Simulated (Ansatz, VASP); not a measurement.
**One calculation of Tl, two programs**

INCAR

```
PREC = Accurate
ENCUT = 520
EDIFF = 1E-6
ISMEAR = -1
SIGMA = 0.1
LREAL = F
LASPH = T
NELM = 60
ALGO = Normal
ISIF = 2
LWAVE = F
LCHARG = F
GGA = RP
NBANDS = 12
```

KPOINTS

```
Automatic mesh
0
Gamma
  12 12 12
```

File POSCAR:

```
Tl
1.0
    0.0000000000      2.6254327307      2.6254327307
    2.6254327307      0.0000000000      2.6254327307
    2.6254327307      2.6254327307      0.0000000000
Tl
1
Direct
    0.0000000000      0.0000000000      0.0000000000
```

Input for Ansatz:

```yaml
crystal:
  lattice:
    - [0.0, 2.6254327307, 2.6254327307]
    - [2.6254327307, 0.0, 2.6254327307]
    - [2.6254327307, 2.6254327307, 0.0]
  atoms:
    - { symbol: Tl, position: [0.0, 0.0, 0.0] }
hamiltonian:
  xc: rpbe
  pseudopotentials:
    kind: paw
    azcp:
      Tl: "pseudopotentials/Tl.paw.azcp"
basis:
  ecutwfc: 420
  fft_grid_basis: typed
kpoints:
  mp_grid: { grid: [12, 12, 12], shift: [0, 0, 0] }
magnetization:
  spin_polarized: false
scf:
  occupations: { method: fermi_dirac, width: 0.1 }
  lower_state_search: "off"
output:
  stress: true
```

Alike in both runs: task single point; functional RPBE; k mesh 12 × 12 × 12; occupations fermi-dirac, width 0.1 eV; no spin polarisation.

|  | VASP | Ansatz |
| --- | --- | --- |
| version | VASP 6.6.1 | Ansatz 0.2.0 |
| potentials or method | VASP PAW PBE potentials, release 64 (Tl_d), cutoff 520 eV | plane waves (420 eV) with PAW, scalar-relativistic |
| valence electrons in the cell | 13 | 13 |

|  | VASP | Ansatz | Ansatz less VASP |
| --- | --- | --- | --- |
| pressure (GPa) | -1.3 | -1.2 | +0.05 |

VASP's potentials were made for PBE, not for RPBE. The functional is the same, so the differences come from potentials, cutoffs and numerics.

Spin-orbit coupling is off throughout.
